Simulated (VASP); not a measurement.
ZrTi2, 3 atoms in the cell. The structure is orthorhombic, space group Cmmm (No. 65). The conventional cell has a = 4.724 Å, b = 8.183 Å, c = 3.003 Å, α = 90.00°, β = 90.00°, γ = 90.00°. Within 4.0 Å of Zr (site symmetry mmm) lie 2 Zr at 3.00 Å and 12 Ti at 3.01 to 3.33 Å. Ti (site symmetry m2m) has 5 Ti at 2.24 to 3.00 Å and 4 Zr at 3.01 Å within 3.1 Å.  This cell differs from its parent crystal: shortest bond scaled by 0.82.

| Item | Value |
| --- | --- |
| Program | VASP 6.6.1 |
| Task | electric field gradients |
| Functional | PBEsol |
| Potentials or basis | VASP PAW PBE potentials, release 64 (Zr_sv, Ti_sv) |
| Cutoff | 520 eV |
| k mesh | 7 × 7 × 10 |
| Occupations | fermi-dirac, width 0.05 eV |
| Spin | no spin polarisation |
| Dipole correction | no |
| Further INCAR settings | ALGO = Normal; EDIFF = 1e-08; NBANDS = 25 |

Potentials or basis: VASP PAW PBE potentials, release 64 (Zr_sv, Ti_sv).

Launch:

```sh
$ cat potpaw_PBE.64/Zr_sv/POTCAR potpaw_PBE.64/Ti_sv/POTCAR > POTCAR
$ mpirun -np 1 vasp_std > vasp.out
```

Hardware: 1 thread of Intel Xeon 8259CL, on a shared host.

Problem. How long does it take, and how much memory?

Solution. Run time: 4 min on 1 thread of Intel Xeon 8259CL (shared host), peak memory 0.27 GiB. Counts: scf iterations 19, k points 96.
